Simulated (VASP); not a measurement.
Input of a VASP 6.6.1 run:

File INCAR:

```
SYSTEM = Se
PREC = Accurate
ENCUT = 520
EDIFF = 1E-6
ISMEAR = 0
SIGMA = 0.02
LREAL = .False.
LASPH = .True.
NELM = 60
ALGO = Normal
ISIF = 2
LWAVE = .False.
LCHARG = .False.
GGA = PE
NBANDS = 16
```

File KPOINTS:

```
Automatic mesh
0
Gamma
  6 6 6
  0 0 0
```

File POSCAR:

```
Se
1.0
    4.1211009103      0.0000000000      0.0000000000
   -2.0605504552      3.5689780798      0.0000000000
    0.0000000000      0.0000000000      5.1119881978
Se
3
Direct
    0.2436327694      0.0000000000      0.3333333333
    0.0000000000      0.2436327694      0.6666666667
    0.7563672306      0.7563672306      0.0000000000
```

Potentials or basis: VASP PAW PBE potentials, release 64 (Se).

Launch:

```console
$ cat potpaw_PBE.64/Se/POTCAR > POTCAR
$ mpirun -np 1 vasp_std > vasp.out
```

Estimate the pressure.

2.1 GPa.

What does it give for the band gap on the k mesh?

0.63 eV, direct.

Predict the largest force.

0.021 eV/Å.

Stress tensor (GPa, compression positive):
```
2.07 0.00 0.00
0.00 2.07 0.00
0.00 0.00 2.16
```

A k mesh can miss the band edges. Expect the measured gap to be larger: semilocal functionals such as PBE lack the derivative discontinuity.
